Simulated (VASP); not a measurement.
Wanted: the native input for a VASP 6.6.1 run.

* Task: relaxation of cell and atoms
* Functional: PBEsol
* Potentials or basis: VASP PAW PBE potentials, release 64 (Ge_d)
* Cutoff: 500 eV
* k mesh: 9 × 9 × 5
* Occupations: fermi-dirac, width 0.3 eV
* Spin: no spin polarisation
* Target pressure: 10 GPa
* Dipole correction: no
* Further INCAR settings: ALGO = Normal; EDIFF = 1e-07; IBRION = 2; EDIFFG = -0.01; NSW = 80; ISIF = 3

The structure of Ge lies in POSCAR:

```
Ge
1.0
    1.4880530000     -2.5946895000      0.0000000000
    1.4880530000      2.5946895000      0.0000000000
    0.0000000000      0.0000000000      4.7275960000
Ge
2
Direct
    0.6665530000      0.3334470000      0.7500000000
    0.3334470000      0.6665530000      0.2500000000
```

This isn't the form of Ge at room conditions, which is diamond.

One way to write it, as run:

INCAR

```
ALGO = Normal
EDIFF = 1E-7
EDIFFG = -0.01
ENCUT = 500
GGA = PS
GGA_COMPAT = F
IBRION = 2
ISIF = 3
ISMEAR = -1
LASPH = T
LCHARG = F
LREAL = F
LWAVE = F
NELM = 120
NELMIN = 4
NSW = 80
PREC = Accurate
PSTRESS = 100.0
SIGMA = 0.3
```

KPOINTS

```
k-points
0
Gamma
  9 9 5
```

Potentials or basis: VASP PAW PBE potentials, release 64 (Ge_d).

Run with:

```console
$ cat potpaw_PBE.64/Ge_d/POTCAR > POTCAR
$ mpirun -np 1 vasp_std > vasp.out
```

It gave:

| Quantity | Value |
| --- | --- |
| Relaxed volume | 16.57 Å³/atom |
| Relaxed cell | a = 2.833 Å, b = 2.833 Å, c = 4.764 Å, α = 90.00°, β = 90.00°, γ = 119.96° |
| Space group after relaxing (to 0.1 Å) | P6_3/mmc (No. 194) |
| Energy change on relaxing (the run minimises the enthalpy) | +45.5 meV/atom |
| Ionic steps | 14 |
| Pressure after relaxing | 10.0 GPa |
| Band gap on the k mesh | zero (bands 14 and 15 overlap by 11.62 eV) |

Caveat: the cell is relaxed towards a set pressure, so the run minimises the enthalpy, not the energy; so wide a smearing shifts energies and pressures; the PAW data sets were made with another functional, which shifts forces and pressure a little.

It took 5.8 min on 1 thread of Intel(R) Xeon(R) Platinum 8259CL CPU @ 2.50GHz (Skylake/Cascade Lake), on a shared host, peak memory 0.19 GiB.
